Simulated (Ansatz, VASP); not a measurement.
Zr3SiO: VASP beside Ansatz

The input INCAR:

```
PREC = Accurate ; ENCUT = 520
EDIFF = 1E-6 ; ISMEAR = 0
SIGMA = 0.1 ; LREAL = F
LASPH = T ; NELM = 150
ALGO = Normal ; ISIF = 2
LWAVE = F ; LCHARG = F
ISPIN = 2 ; MAGMOM = 1 1 1 0 0
LORBIT = 11 ; LMAXMIX = 4
GGA = PE ; NBANDS = 35
```

File KPOINTS:

```
regular mesh
0
Gamma
  4 4 4
```

POSCAR

```
Zr3SiO
1.0
    4.3629683317      0.0000000000      0.0000000000
    0.0000000000      4.3629683317      0.0000000000
    0.0000000000      0.0000000000      6.6787837567
Zr Si O
3 1 1
Direct
    0.0000000000      0.5000000000      0.8952176976
    0.5000000000      0.0000000000      0.8952176976
    0.0000000000      0.0000000000      0.5375696103
    0.0000000000      0.0000000000      0.1405306463
    0.5000000000      0.5000000000      0.8914613682
```

Input for Ansatz:

```yaml
crystal:
  lattice:
    - [4.3629683317, 0.0, 0.0]
    - [0.0, 4.3629683317, 0.0]
    - [0.0, 0.0, 6.6787837567]
  atoms:
    - { symbol: Zr, position: [0.0, 0.5, 0.8952176976], spin: 1.0 }
    - { symbol: Zr, position: [0.5, 0.0, 0.8952176976], spin: 1.0 }
    - { symbol: Zr, position: [0.0, 0.0, 0.5375696103], spin: 1.0 }
    - { symbol: Si, position: [0.0, 0.0, 0.1405306463] }
    - { symbol: O, position: [0.5, 0.5, 0.8914613682] }
basis:
  ecutwfc: 420
kpoints:
  mp_grid: { grid: [4, 4, 4] }
hamiltonian:
  xc: pbe
scf:
  occupations: { method: gaussian, width: 0.1 }
  lower_state_search: "off"
output:
  forces: true
  stress: true
  eigenvalues: true
  populations: true
magnetization:
  spin_polarized: true
```

Change from the starting cell: species swapped into the BaTiO3 type (P4mm, No. 99).

Alike in both runs: task single point; functional PBE; k mesh 4 × 4 × 4; occupations gaussian, width 0.1 eV; collinear spin.

|  | VASP | Ansatz |
| --- | --- | --- |
| version | VASP 6.6.1 | Ansatz 0.2.0 |
| potentials or method | VASP PAW PBE potentials, release 64 (Zr_sv, Si, O), cutoff 520 eV | scalar-relativistic, plane waves, PAW |
| valence electrons in the cell | 46 | 46 |

```csv
,VASP,Ansatz,Ansatz less VASP
gap on the k mesh at the Fermi level (eV),none,none,-
pressure (GPa),0.0,0.0,-0.04
"traceless stress, the component that is largest in VASP (GPa)",-0.07,-0.01,+0.062
rms of the force components (eV/Å),0.003,0.003,-0.0001
net moment per atom (μB),0.00,0.00,0.000
```

Atom by atom the forces differ by 0.001 eV/Å (rms over components). A gap of «none» marks a metal or a gap that the smearing closes. Ansatz's warnings: seeded moment not kept.

The k mesh is coarse, so the values compare programs but aren't converged.
